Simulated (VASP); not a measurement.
**SiGe: single point with PBEsol**

SiGe:

```
Si Ge
1.0
     4.00184    0.00000    0.00000
    -2.00092    3.46570    0.00000
     0.00000    0.00000    6.61062
Si Ge
2 2
Cartesian
  2.0009 1.1552 5.7813
  0.0000 2.3105 2.4760
  2.0009 1.1552 3.3596
  0.0000 2.3105 0.0543
```

This cell differs from its parent crystal: atoms shifted along a free coordinate.

```yaml
Program: VASP 6.6.1
Task: single point
Functional: PBEsol
Potentials_or_basis: VASP PAW PBE potentials, release 64 (Si, Ge_d)
Cutoff: 520 eV
k_mesh: 12 × 12 × 6
Occupations: gaussian, width 0.03 eV
Spin: no spin polarisation
```

```json
{
 "Pressure": "-5.2 GPa",
 "Largest force": "0.599 eV/Å",
 "Band gap on the k mesh": "0.18 eV"
}
```

Forces in eV/Å, atoms in the order of the input:
```
Si   0.000  0.000  0.599
Si   0.000  0.000  0.599
Ge   0.000  0.000 -0.599
Ge   0.000  0.000 -0.599
```

Stress tensor (GPa, compression positive):
```
-5.88  0.00  0.00
 0.00 -5.88  0.00
 0.00  0.00 -3.92
```

Levels at points of the mesh, in eV from the valence-band top:
| k point | band 14 | band 15 | band 16 | band 17 | band 18 | band 19 | band 20 | band 21 | band 22 | band 23 |
| --- | --- | --- | --- | --- | --- | --- | --- | --- | --- | --- |
| (0.00, 0.00, 0.00) | -1.56 | -1.56 | -0.68 | 0.00 | 0.00 | 0.19 | 0.63 | 1.84 | 1.84 | 2.60 |
| (0.50, 0.00, 0.00) | -6.24 | -4.65 | -3.04 | -3.02 | -1.42 | 0.39 | 1.68 | 2.87 | 2.97 | 4.04 |
| (0.00, 0.00, 0.50) | -4.73 | -0.96 | -0.96 | -0.96 | -0.96 | 0.95 | 0.95 | 2.93 | 2.93 | 2.93 |
| (0.50, 0.00, 0.50) | -7.38 | -2.67 | -2.67 | -2.39 | -2.39 | 0.40 | 0.40 | 1.83 | 1.83 | 5.32 |

Wall time 74 s on 1 thread of Intel(R) Xeon(R) 6975P-C (Granite Rapids), with other jobs on the host, peak memory 0.3 GiB.

Caveat: the cell differs from its parent crystal (atoms shifted along a free coordinate); the cell stands under tension; the PAW data sets were made with another functional, which shifts forces and pressure a little. A k mesh can miss the band edges.
